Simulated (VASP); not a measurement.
A run of VASP 6.6.1 is set up as follows.

Contents of INCAR:

```
SYSTEM = TaN
PREC     = Accurate       ! precision mode
ENCUT    = 520            ! plane-wave cutoff, eV
EDIFF    = 1E-6           ! SCF threshold, eV
ISMEAR   = 1              ! smearing method
SIGMA    = 0.05           ! smearing width, eV
LREAL    = .FALSE.        ! projectors in reciprocal space
LASPH    = .TRUE.         ! aspherical terms in the spheres
NELM     = 80             ! most SCF steps
ALGO     = Normal         ! electronic algorithm
ISIF     = 2              ! what is computed and relaxed
LWAVE    = .FALSE.        ! write WAVECAR
LCHARG   = .FALSE.        ! write CHGCAR
GGA      = PS             ! functional
NBANDS   = 15             ! bands
```

Contents of KPOINTS:

```
Automatic mesh
0
G
  12 12 10
  0 0 0
```

The input POSCAR:

```
TaN
1.0
    2.9380000000      0.0000000000      0.0000000000
   -1.4690000000      2.5443826400      0.0000000000
    0.0000000000      0.0000000000      2.8830000000
Ta N
1 1
Direct
    0.3333333300      0.6666666700      0.5000000000
    0.0000000000      0.0000000000      0.0000000000
```

Potentials or basis: VASP PAW PBE potentials, release 64 (Ta_pv, N).

Command:

```console
$ cat potpaw_PBE.64/Ta_pv/POTCAR potpaw_PBE.64/N/POTCAR > POTCAR
$ mpirun -np 1 vasp_std > vasp.out
```

(1) Estimate the pressure.

(2) Estimate the band gap on the k mesh.

Results:

(1) -4.1 GPa.

(2) zero (band 8 reaches 8.49 eV, above the bottom of band 9 at 7.99 eV).

Caveat: the PAW data sets were made with another functional, which shifts forces and pressure a little; spin-orbit coupling is left out, which moves the levels of the heavy elements.
